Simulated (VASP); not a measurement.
A run of VASP 6.6.1:

The input POSCAR:

```
KI
1.0
    0.0000000000      3.3835680000      3.5245500000
    3.3835680000      0.0000000000      3.5245500000
    3.3835680000      3.3835680000      0.0000000000
K I
1 1
Direct
    0.0000000000      0.0000000000      0.0000000000
    0.5000000000      0.5000000000      0.5000000000
```

The input INCAR.step1:

```
SYSTEM = KI
  PREC = Accurate
  ENCUT = 520
  ISMEAR = 0
  SIGMA = 0.05
  LREAL = .FALSE.
  LASPH = .TRUE.
  NELM = 60
  NBANDS = 15
  GGA = PE
  ALGO = Normal
  EDIFF = 1E-4
  LWAVE = .TRUE.
  LCHARG = .FALSE.
```

The input INCAR.step2:

```
SYSTEM = KI
  PREC = Accurate
  ENCUT = 520
  EDIFF = 1E-6
  ISMEAR = 0
  SIGMA = 0.05
  LREAL = .FALSE.
  LASPH = .TRUE.
  NELM = 60
  ALGO = Normal
  ISIF = 2
  LWAVE = .FALSE.
  LCHARG = .FALSE.
  METAGGA = R2SCAN
  LMIXTAU = .TRUE.
  NBANDS = 15
  ISTART = 1
```

KPOINTS

```
Automatic mesh
0
G
  6 6 6
  0 0 0
```

Potentials or basis: VASP PAW PBE potentials, release 64 (K_sv, I).

Command:

```console
$ cat potpaw_PBE.64/K_sv/POTCAR potpaw_PBE.64/I/POTCAR > POTCAR
$ cp INCAR.step1 INCAR
$ mpirun -np 1 vasp_std > vasp.out
$ cp INCAR.step2 INCAR
$ mpirun -np 1 vasp_std > vasp.out
```

Hardware: 1 thread of Intel Xeon 6975P-C, on a shared host.

Task: Estimate the wall time of this run.

Result: Run time: 82 s on 1 thread of Intel Xeon 6975P-C, with other jobs on the host, peak memory 0.23 GiB. Counts: k points 30.
